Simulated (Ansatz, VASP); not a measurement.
**Two plane-wave programs on ScAl3F**

```
Sc Al F
1.0
     5.83541    0.00000    0.00000
     0.00000    5.83541    0.00000
     0.00000    0.00000    8.43578
Sc Al F
2 6 2
Direct
  0.00000 0.00000 0.00000
  0.00000 0.00000 0.50000
  0.33624 0.33624 0.50000
  0.66376 0.66376 0.50000
  0.66376 0.33624 0.00000
  0.33624 0.66376 0.00000
  0.50000 0.50000 0.25000
  0.50000 0.50000 0.75000
  0.00000 0.00000 0.25000
  0.00000 0.00000 0.75000
```

Alike in both runs: functional PBE; k mesh 4 × 4 × 4; occupations gaussian, width 0.1 eV; no spin polarisation.

Ansatz relaxed the structure, and its values are those at the end. VASP's run is a single point on that final structure, the one shown.

|  | VASP | Ansatz |
| --- | --- | --- |
| version | VASP 6.6.1 | Ansatz 0.2.0 |
| potentials or method | VASP PAW PBE potentials, release 64 (Sc_sv, Al, F), cutoff 520 eV | scalar-relativistic, plane waves, PAW |
| valence electrons in the cell | 54 | 54 |

```tsv
	VASP	Ansatz	Ansatz less VASP
gap on the k mesh at the Fermi level (eV)	none	none	-
pressure (GPa)	0.0	-0.1	-0.03
rms of the force components (eV/Å)	0.010	0.007	-0.0026
```

A gap of «none» marks a metal or a gap that the smearing closes.
